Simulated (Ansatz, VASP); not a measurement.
# One calculation of ZrB2, two programs

The input INCAR:

```
SYSTEM = ZrB2
PREC = Accurate
ENCUT = 520
EDIFF = 1E-7
ISMEAR = 0
SIGMA = 0.15
LREAL = .False.
LASPH = .True.
NELM = 80
ALGO = Normal
ISIF = 2
LWAVE = .False.
LCHARG = .False.
GGA = PS
NBANDS = 16
```

File KPOINTS:

```
regular mesh
0
Gamma
  15 15 12
  0 0 0
```

Contents of POSCAR:

```
ZrB2
1.0
    3.1864000000      0.0000000000      0.0000000000
   -1.5932000000      2.7595033466      0.0000000000
    0.0000000000      0.0000000000      3.3899000000
Zr B
1 2
Direct
    0.0000000000      0.0000000000      0.0000000000
    0.3333333333      0.6666666667      0.5000000000
    0.6666666667      0.3333333333      0.5000000000
```

Input for Ansatz:

```yaml
crystal:
  lattice:
    - [3.1864, 0.0, 0.0]
    - [-1.5932, 2.7595033466, 0.0]
    - [0.0, 0.0, 3.3899]
  atoms:
    - { symbol: Zr, position: [0.0, 0.0, 0.0] }
    - { symbol: B, position: [0.3333333333, 0.6666666667, 0.5] }
    - { symbol: B, position: [0.6666666667, 0.3333333333, 0.5] }
basis:
  ecutwfc: 520.0
kpoints:
  mp_grid: { grid: [15, 15, 12] }
hamiltonian:
  xc: pbesol
scf:
  occupations: { method: gaussian, width: 0.15 }
output:
  forces: true
  stress: true
  eigenvalues: true
```

Alike in both runs: task single point; functional PBEsol; k mesh 15 × 15 × 12; occupations gaussian, width 0.15 eV; no spin polarisation.

```csv
,VASP,Ansatz
version,VASP 6.6.1,Ansatz 0.2.0
potentials or method,"VASP PAW PBE potentials, release 64 (Zr_sv, B), cutoff 520 eV","scalar-relativistic, plane waves, PAW"
valence electrons in the cell,18,18
```

VASP gave:

| Quantity | Value |
| --- | --- |
| gap on the k mesh at the Fermi level (eV) | none |
| pressure (GPa) | 3.6 |
| traceless stress, the component that is largest in VASP (GPa) | 9.95 |

What did Ansatz give for the same quantities?

gap on the k mesh at the Fermi level (eV): none; pressure (GPa): 3.2; traceless stress, the component that is largest in VASP (GPa): 9.95.

VASP's potentials were made for PBE, not for PBEsol. A gap of «none» marks a metal or a gap that the smearing closes. The functional is the same, so the differences come from potentials, cutoffs and numerics.
